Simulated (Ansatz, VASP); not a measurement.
# One calculation of N, two programs

The input INCAR:

```
SYSTEM = N
ALGO     = Normal         ! electronic algorithm
DIPOL    = 0.5 0.5 0.707
EDIFF    = 1E-6           ! SCF threshold, eV
ENCUT    = 520            ! plane-wave cutoff, eV
GGA      = PE             ! functional
IDIPOL   = 3            
ISIF     = 2              ! what is computed and relaxed
ISMEAR   = 0              ! smearing method
IVDW     = 12             ! dispersion correction
LASPH    = .True.         ! aspherical terms in the spheres
LCHARG   = .False.        ! write CHGCAR
LDIPOL   = .True.       
LREAL    = .False.        ! projectors in reciprocal space
LWAVE    = .False.        ! write WAVECAR
NBANDS   = 12             ! bands
NELM     = 80             ! most SCF steps
PREC     = Accurate       ! precision mode
SIGMA    = 0.05           ! smearing width, eV
```

File KPOINTS:

```
k-points
0
Gamma
  3 2 1
  0 0 0
```

Contents of POSCAR:

```
N
1.0
    5.0301999808      0.0000000000      0.0000000000
    0.0000000000      7.1137770343      0.0000000000
    0.0000000000      0.0000000000     24.3983499760
N
2
Direct
    0.5075824515      1.0887585468      0.7063809574
    0.7105060162      1.0303784930      0.7079521136
```

Input for Ansatz:

```yaml
crystal:
  lattice:
    - [5.0301999808, 0.0, 0.0]
    - [0.0, 7.1137770343, 0.0]
    - [0.0, 0.0, 24.398349976]
  atoms:
    - { symbol: "N", position: [0.5075824515, 1.0887585468, 0.7063809574] }
    - { symbol: "N", position: [0.7105060162, 1.030378493, 0.7079521136] }
basis:
  ecutwfc: 420
kpoints:
  mp_grid: { grid: [3, 2, 1] }
hamiltonian:
  xc: pbe
  dispersion: d3bj
scf:
  occupations: { method: gaussian, width: 0.05 }
output:
  forces: true
  eigenvalues: true
  write_density: true
  volumetric_format: npy
efield:
  axis: 3
  dipole_correction: true
  ramp_width: 0.04
```

Alike in both runs: task single point; functional PBE; dispersion D3(BJ); k mesh 3 × 2 × 1; occupations gaussian, width 0.05 eV; no spin polarisation.

```csv
,VASP,Ansatz
version,VASP 6.6.1,Ansatz 0.2.0
potentials or method,"VASP PAW PBE potentials, release 64 (N), cutoff 520 eV","scalar-relativistic, plane waves, PAW"
valence electrons in the cell,10,10
```

```tsv
	VASP	Ansatz	Ansatz less VASP
gap on the k mesh at the Fermi level (eV)	8.10	8.15	+0.042
rms of the force components (eV/Å)	0.962	0.035	-0.9261
```

Atom by atom the forces differ by 0.997 eV/Å (rms over components). One of these differences is far larger than is usual between the two programs; its cause wasn't traced.

The k mesh is coarse, so the values compare programs but aren't converged. Noted on VASP's run: the standard files for N, O and F lose accuracy on very short bonds.
